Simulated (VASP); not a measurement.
Crystal: Si.

```
Si
1.0
     0.00000    2.71535    2.71535
     2.71535    0.00000    2.71535
     2.71535    2.71535    0.00000
Si
2
Direct
  0.00000 0.00000 0.00000
  0.25000 0.25000 0.25000
```

Base run:

| Quantity | Value |
| --- | --- |
| Program | VASP 6.6.1 |
| Functional | PBEsol |
| Potentials or basis | VASP PAW PBE potentials, release 64 (Si) |
| Cutoff | 400 eV |
| k mesh | 14 × 14 × 14 |
| Occupations | fermi-dirac, width 0.02 eV |
| Spin | no spin polarisation |

Its results: band gap on the k mesh 0.46 eV (least direct gap 2.52 eV); pressure 0.3 GPa.

Q: The run is repeated on the same cell with these changes: functional from PBEsol to PBE. What comes out?

A: Band gap on the k mesh 0.57 eV (least direct gap 2.57 eV); pressure 1.9 GPa.

PBE binds less tightly than PBEsol, so the same cell stands under more pressure.

Caveats: semilocal functionals underestimate gaps, and a narrow one can read as zero; the PAW data sets were made with another functional, which shifts forces and pressure a little (at least some runs).

A k mesh can miss the band edges.
